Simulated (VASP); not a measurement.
Runs of VASP 6.6.1 on Al3GaN4. The structure is that of space group Pm (No. 6), or close to it. The cells are those of the table. 

```csv
cell,gap on the mesh (eV),pressure (GPa),largest force (eV/Å)
"a = 5.447, b = 3.380, c = 5.851 Å, 8 atoms",1.75,-28.6,0.11
"a = 5.245, b = 3.255, c = 5.635 Å, 8 atoms",2.58,-18.5,0.07
"a = 4.842, b = 3.005, c = 5.851 Å, 8 atoms",3.04,(b),1.28
"a = 5.447, b = 3.380, c = 5.201 Å, 8 atoms",2.21,(d),1.14
"a = 5.043, b = 3.130, c = 5.201 Å, 8 atoms",3.74,9.2,0.68
"a = 5.245, b = 3.255, c = 5.851 Å, 8 atoms",2.25,-22.4,0.18
"a = 5.245, b = 3.255, c = 5.418 Å, 8 atoms",2.82,-13.1,0.37
"a = 5.447, b = 3.380, c = 5.635 Å, 8 atoms",1.99,-25.7,(c)
"a = 4.640, b = 2.880, c = 5.851 Å, 8 atoms",3.29,26.0,2.49
"a = 4.842, b = 3.005, c = 5.635 Å, 8 atoms",3.56,10.1,1.09
"a = 5.043, b = 3.130, c = 4.985 Å, 8 atoms",3.84,21.4,1.75
"a = 5.447, b = 3.380, c = 5.418 Å, 8 atoms",2.11,(a),0.50
```

Alike in all rows: task single point; level PBEsol; potentials or basis VASP PAW PBE potentials, release 64 (Al, Ga_d, N); no spin polarisation; k mesh 6 × 8 × 4; cutoff (eV) 520; smearing gaussian 0.05 eV.

**Question.** Fill in the values left out.

**Answer.** (a) -21.5; (b) 3.1; (c) 0.17; (d) -15.6.

Caveats: the PAW data sets were made with another functional, which shifts forces and pressure a little.

A k mesh can miss the band edges, and the runs leave out spin-orbit coupling on Ga.
